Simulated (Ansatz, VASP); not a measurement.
**AlN in VASP and in Ansatz**

The input INCAR:

```
SYSTEM = AlN
PREC     = Accurate       ! precision mode
ENCUT    = 520            ! plane-wave cutoff, eV
EDIFF    = 1E-7           ! SCF threshold, eV
ISMEAR   = -1             ! smearing method
SIGMA    = 0.05           ! smearing width, eV
LREAL    = .FALSE.        ! projectors in reciprocal space
LASPH    = .TRUE.         ! aspherical terms in the spheres
NELM     = 80             ! most SCF steps
ALGO     = Normal         ! electronic algorithm
ISIF     = 2              ! what is computed and relaxed
LWAVE    = .FALSE.        ! write WAVECAR
LCHARG   = .TRUE.         ! write CHGCAR
GGA      = PS             ! functional
LELF     = .TRUE.         ! ELF
LVHAR    = .TRUE.       
NBANDS   = 11             ! bands
```

File KPOINTS:

```
regular mesh
0
G
  10 10 10
  0 0 0
```

File POSCAR:

```
AlN
1.0
    0.0000000000      2.1984575146      2.1984575146
    2.1984575146      0.0000000000      2.1984575146
    2.1984575146      2.1984575146      0.0000000000
Al N
1 1
Direct
    0.0000000000      0.0000000000      0.0000000000
    0.2500000000      0.2500000000      0.2500000000
```

input.yaml

```yaml
crystal:
  lattice:
    - [0.0, 2.1984575146, 2.1984575146]
    - [2.1984575146, 0.0, 2.1984575146]
    - [2.1984575146, 2.1984575146, 0.0]
  atoms:
    - { symbol: Al, position: [0.0, 0.0, 0.0] }
    - { symbol: "N", position: [0.25, 0.25, 0.25] }
kpoints:
  mp_grid: { grid: [10, 10, 10] }
scf:
  occupations: { method: fermi_dirac, width: 0.05 }
hamiltonian:
  xc: pbesol
  pseudopotentials: { kind: all_electron, lapw: { basis_error: 0.0005 } }
output:
  forces: true
  stress: true
  eigenvalues: true
```

Change from the starting cell: volume scaled by 1.02.

Alike in both runs: task single point; functional PBEsol; k mesh 10 × 10 × 10; occupations fermi-dirac, width 0.05 eV; no spin polarisation.

|  | VASP | Ansatz |
| --- | --- | --- |
| version | VASP 6.6.1 | Ansatz 0.2.0 |
| potentials or method | VASP PAW PBE potentials, release 64 (Al, N), cutoff 520 eV | all-electron LAPW, scalar-relativistic |

|  | VASP | Ansatz | Ansatz less VASP |
| --- | --- | --- | --- |
| gap on the k mesh at the Fermi level (eV) | 3.18 | 3.18 | +0.004 |
| least direct gap on the mesh (eV) | 3.96 | 3.95 | -0.006 |
| pressure (GPa) | -2.6 | -2.7 | -0.10 |

VASP's potentials were made for PBE, not for PBEsol. Ansatz ran all-electron here, and VASP with PAW potentials.
